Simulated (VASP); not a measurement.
# HfO2: single point with LDA

HfO2:

```
CELL_PARAMETERS angstrom
4.98046 0.00000 0.00000
0.00000 4.98046 0.00000
0.00000 0.00000 3.10936
ATOMIC_POSITIONS crystal
Hf 0.00000 0.00000 0.00000
Hf 0.50000 0.50000 0.50000
O 0.19564 0.80436 0.50000
O 0.30436 0.30436 0.00000
O 0.69564 0.69564 0.00000
O 0.80436 0.19564 0.50000
```

This cell differs from its parent crystal: biaxial strain in the a-b plane: +4.0 %.

```
Program             : VASP 6.6.1
Task                : single point
Functional          : LDA
Potentials or basis : VASP PAW LDA potentials, release 64 (Hf_pv, O)
Cutoff              : 520 eV
k mesh              : 6 × 6 × 8
Occupations         : gaussian, width 0.02 eV
Spin                : no spin polarisation
```

| Quantity | Value |
| --- | --- |
| Pressure | -11.0 GPa |
| Largest force | 0.075 eV/Å |
| Band gap on the k mesh | 3.58 eV |

Forces on the atoms (eV/Å):
```
Hf   0.000  0.000  0.000
Hf   0.000  0.000  0.000
O   -0.053  0.053  0.000
O    0.053  0.053  0.000
O   -0.053 -0.053  0.000
O    0.053 -0.053  0.000
```

Stress tensor (GPa, compression positive):
```
-15.80   0.00   0.00
  0.00 -15.80   0.00
  0.00   0.00  -1.42
```

Levels at points of the mesh, in eV from the valence-band top:
| k point | band 18 | band 19 | band 20 | band 21 | band 22 | band 23 | band 24 | band 25 | band 26 | band 27 |
| --- | --- | --- | --- | --- | --- | --- | --- | --- | --- | --- |
| (0.00, 0.00, 0.00) | -1.29 | -0.57 | -0.54 | -0.54 | 0.00 | 3.58 | 3.95 | 5.07 | 5.61 | 5.61 |
| (0.50, 0.00, 0.00) | -2.74 | -1.15 | -1.15 | -0.62 | -0.62 | 4.33 | 4.33 | 6.12 | 6.12 | 6.35 |
| (0.50, 0.50, 0.00) | -1.83 | -0.94 | -0.94 | -0.90 | -0.90 | 3.78 | 3.78 | 5.65 | 5.65 | 6.54 |
| (0.00, 0.00, 0.50) | -2.38 | -1.85 | -1.85 | -0.96 | -0.96 | 5.26 | 5.26 | 5.60 | 5.60 | 6.65 |
| (0.50, 0.00, 0.50) | -1.77 | -1.66 | -1.66 | -0.86 | -0.86 | 3.90 | 3.90 | 6.27 | 6.27 | 6.98 |
| (0.50, 0.50, 0.50) | -2.36 | -1.00 | -1.00 | -0.50 | -0.50 | 4.88 | 4.88 | 5.35 | 5.35 | 6.98 |

Wall time 34 s on 1 thread of Intel(R) Xeon(R) 6975P-C (Granite Rapids), with other jobs on the host, peak memory 0.22 GiB.

Caveat: the cell differs from its parent crystal (biaxial strain in the a-b plane: +4.0 %); the cell stands under tension; spin-orbit coupling is left out, which moves the levels of the heavy elements. A k mesh can miss the band edges.
